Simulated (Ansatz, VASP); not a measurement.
**HC18F in VASP and in Ansatz**

```
C F H
1.0
     7.39800    0.00000    0.00000
    -3.69900    6.40686    0.00000
     0.00000    0.00000   13.00000
C F H
18 1 1
Direct
  0.00725 0.00241 0.07178
  0.23061 0.11273 0.07168
  0.00731 0.33576 0.07177
  0.23067 0.44618 0.07177
  0.00730 0.66918 0.07165
  0.23070 0.77942 0.07173
  0.34049 0.00235 0.07167
  0.56385 0.11239 0.07178
  0.34028 0.33570 0.07174
  0.56384 0.44628 0.07188
  0.34055 0.66909 0.07180
  0.56392 0.77943 0.07178
  0.67391 0.00237 0.07180
  0.89738 0.11275 0.07184
  0.67398 0.33568 0.07204
  0.89772 0.44626 0.07173
  0.67399 0.66939 0.07175
  0.89738 0.77951 0.07168
  0.64312 0.37152 0.31249
  0.64274 0.36838 0.24025
```

Alike in both runs: functional PBE; dispersion D3(BJ); k mesh 2 × 2 × 1; occupations gaussian, width 0.02 eV; no spin polarisation.

Ansatz relaxed the structure, and its values are those at the end. VASP's run is a single point on that final structure, the one shown.

```csv
,VASP,Ansatz
version,VASP 6.6.1,Ansatz 0.2.0
potentials or method,"VASP PAW PBE potentials, release 64 (C_h, F_h, H_h), cutoff 910 eV","scalar-relativistic, plane waves, PAW"
valence electrons in the cell,80,80
```

```csv
,VASP,Ansatz,Ansatz less VASP
rms of the force components (eV/Å),0.006,0.004,-0.0021
```

The k mesh is coarse, so the values compare programs but aren't converged. Noted on VASP's run: the cutoff is short for stress, so the pressure is rough.
